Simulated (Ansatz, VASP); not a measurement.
Two plane-wave programs on Ag

```
Ag
1.0
     0.00000    3.03323    3.03323
     3.03323    0.00000    3.03323
     3.03323    3.03323    0.00000
Ag
2
Direct
  0.12500 0.12500 0.12500
  0.87500 0.87500 0.87500
```

Alike in both runs: task single point; functional revPBE; k mesh 10 × 10 × 10; occupations fermi-dirac, width 0.1 eV; no spin polarisation.

|  | VASP | Ansatz |
| --- | --- | --- |
| version | VASP 6.6.1 | Ansatz 0.2.0 |
| potentials or method | VASP PAW PBE potentials, release 64 (Ag), cutoff 520 eV | plane waves (420 eV) with PAW, scalar-relativistic |
| valence electrons in the cell | 22 | 38 |

VASP gave:

- pressure (GPa): 4.3

Q: Estimate Ansatz's values.

A: Pressure (GPa): 4.4.

VASP's potentials were made for PBE, not for revPBE. With one functional, cell and mesh, what is left measures potentials, basis and numerics. VASP's potentials hold 22 valence electrons a cell and Ansatz's 38, so a difference there can come from the potentials and not from the codes.
